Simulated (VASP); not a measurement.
Mo: single point with PBEsol

Mo:

```
Mo
1.0
     2.65345    0.00000    0.00000
    -1.32672    2.29795    0.00000
     0.00000    0.00000    2.55518
Mo
1
Cartesian
  0.0000 0.0000 1.2776
```

This cell differs from its parent crystal: strain -0.030 along x and y, +0.000 along z.

* Program: VASP 6.6.1
* Task: single point
* Functional: PBEsol
* Potentials or basis: VASP PAW PBE potentials, release 64 (Mo_sv)
* Cutoff: 520 eV
* k mesh: 18 × 18 × 18
* Occupations: gaussian, width 0.15 eV
* Spin: no spin polarisation
* Dipole correction: no
* Further INCAR settings: ALGO = Normal; EDIFF = 1e-06; NBANDS = 13

| Item | Value |
| --- | --- |
| Pressure | 12.1 GPa |
| Band gap on the k mesh | zero (band 7 reaches 13.36 eV, above the bottom of band 8 at 11.41 eV) |

Stress tensor (GPa, compression positive):
```
18.88  0.00  0.00
 0.00 18.88  0.00
 0.00  0.00 -1.54
```

Levels at points of the mesh, in eV from the Fermi level:
```tsv
k point	band 3	band 4	band 5	band 6	band 7	band 8	band 9	band 10	band 11	band 12
(0.00, 0.00, 0.00)	-34.10	-34.10	-7.07	-4.67	-1.02	-1.02	4.34	4.34	13.19	15.42
(0.50, 0.00, 0.00)	-34.52	-34.03	-5.41	-3.15	0.53	1.31	3.52	5.02	11.24	14.22
(0.00, 0.00, 0.50)	-33.94	-33.94	-4.11	-0.25	-0.25	-0.22	1.15	1.15	10.14	16.08
(0.50, 0.00, 0.50)	-35.64	-34.34	-5.83	-3.98	-0.31	5.34	6.35	6.41	7.77	16.58
```

Run time: 19 s on 1 thread of Intel(R) Xeon(R) 6975P-C (Granite Rapids) (shared host), peak memory 0.18 GiB.

Caveat: the cell differs from its parent crystal (strain -0.030 along x and y, +0.000 along z); the PAW data sets were made with another functional, which shifts forces and pressure a little.
